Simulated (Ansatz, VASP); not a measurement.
**One calculation of KLiCl2, two programs**

File POSCAR:

```
KLiCl2
1.0
    1.9888981777      1.1482908982      6.8179679419
   -1.9888981777      1.1482908982      6.8179679419
    0.0000000000     -2.2965817965      6.8179679419
Li K Cl
1 1 2
Direct
    1.0000000000      0.0000000000      0.0000000000
    0.5000000000      0.5000000000      0.5000000000
    0.2652499101      0.2652499101      0.2652499101
    0.7347500899      0.7347500899      0.7347500899
```

The input INCAR.step1:

```
SYSTEM = KLiCl2
  PREC = Accurate
  ENCUT = 520
  ISMEAR = 0
  SIGMA = 0.01
  LREAL = .False.
  LASPH = .True.
  NELM = 100
  NBANDS = 21
  GGA = PE
  ALGO = Normal
  EDIFF = 1E-4
  LWAVE = .True.
  LCHARG = .False.
```

INCAR.step2

```
SYSTEM = KLiCl2
  PREC = Accurate
  ENCUT = 520
  EDIFF = 1E-6
  ISMEAR = 0
  SIGMA = 0.01
  LREAL = .False.
  LASPH = .True.
  NELM = 100
  ALGO = Normal
  ISIF = 2
  LWAVE = .False.
  LCHARG = .False.
  METAGGA = R2SCAN
  LMIXTAU = .True.
  NBANDS = 21
  ISTART = 1
```

KPOINTS

```
Automatic mesh
0
Gamma
  8 8 8
  0 0 0
```

Input for Ansatz:

```yaml
crystal:
  lattice:
    - [1.9888981777, 1.1482908982, 6.8179679419]
    - [-1.9888981777, 1.1482908982, 6.8179679419]
    - [0.0, -2.2965817965, 6.8179679419]
  atoms:
    - { symbol: Li, position: [1.0, 0.0, 0.0] }
    - { symbol: K, position: [0.5, 0.5, 0.5] }
    - { symbol: Cl, position: [0.2652499101, 0.2652499101, 0.2652499101] }
    - { symbol: Cl, position: [0.7347500899, 0.7347500899, 0.7347500899] }
kpoints:
  mp_grid: { grid: [8, 8, 8] }
  band_path:
    path:
      - [0.0, 0.0, 0.0]
      - [0.5, 0.5, 0.5]
      - [0.8144228479, 0.1855771521, 0.5]
      - [0.5, -0.1855771521, 0.1855771521]
      - [0.5, 0.0, 0.0]
      - [0.342788576, -0.342788576, 0.0]
      - [0.657211424, 0.0, 0.342788576]
      - [0.5, 0.0, 0.5]
    npoints: 1
hamiltonian:
  xc: r2scan
scf:
  occupations: { method: fixed }
  n_extra_bands: 5
output:
  forces: true
  stress: true
  eigenvalues: true
```

Alike in both runs: task single point; functional r2SCAN; k mesh 8 × 8 × 8; no spin polarisation.

|  | VASP | Ansatz |
| --- | --- | --- |
| version | VASP 6.6.1 | Ansatz 0.2.0 |
| potentials or method | VASP PAW PBE potentials, release 64 (Li_sv, K_sv, Cl) | plane waves, PAW |
| plane-wave cutoff (eV) | 520 | 500 |
| occupations | gaussian, width 0.01 eV | fixed |
| valence electrons in the cell | 26 | 26 |

VASP gave:

| Quantity | Value |
| --- | --- |
| gap on the k mesh at the Fermi level (eV) | 6.02 |
| rms of the force components (eV/Å) | 0.010 |

Problem. Estimate Ansatz's values.

Solution. gap on the k mesh at the Fermi level (eV): 5.99; rms of the force components (eV/Å): 0.000.

VASP's potentials were made for PBE, not for r2SCAN. Atom by atom the forces differ by 0.010 eV/Å (rms over components).

Noted on VASP's run: the cutoff is under 1.25 times that of the potentials, so the pressure is a little rough.
